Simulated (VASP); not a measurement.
Input of a VASP 6.6.1 run:

INCAR

```
SYSTEM = TiAl3
ALGO = Fast
EDIFF = 1E-7
ENCUT = 520
GGA = CA
ISIF = 2
ISMEAR = 0
LASPH = .True.
LCHARG = .False.
LREAL = .False.
LWAVE = .False.
NBANDS = 18
NELM = 80
PREC = Accurate
SIGMA = 0.1
```

KPOINTS

```
k-points
0
Gamma
  16 16 16
  0 0 0
```

File POSCAR:

```
TiAl3
1.0
   -1.9226734291      1.9226734291      4.3114047973
    1.9226734291     -1.9226734291      4.3114047973
    1.9226734291      1.9226734291     -4.3114047973
Ti Al
1 3
Direct
    0.0000000000      0.0000000000      0.0000000000
    0.5000000000      0.5000000000      0.0000000000
    0.7500000000      0.2500000000      0.5000000000
    0.2500000000      0.7500000000      0.5000000000
```

Potentials or basis: VASP PAW LDA potentials, release 64 (Ti_sv, Al).

The run is started by

```sh
$ cat potpaw_LDA.64/Ti_sv/POTCAR potpaw_LDA.64/Al/POTCAR > POTCAR
$ mpirun -np 1 vasp_std > vasp.out
```

Problem. Predict the pressure.

Solution. -5.2 GPa.

Problem. Predict the band gap on the k mesh.

Solution. Zero (an odd number of electrons rules out a gap without spin polarisation).

Stress tensor (GPa, compression positive):
```
-5.41  0.00  0.00
 0.00 -5.41  0.00
 0.00  0.00 -4.91
```

Caveat: the cell stands under tension.
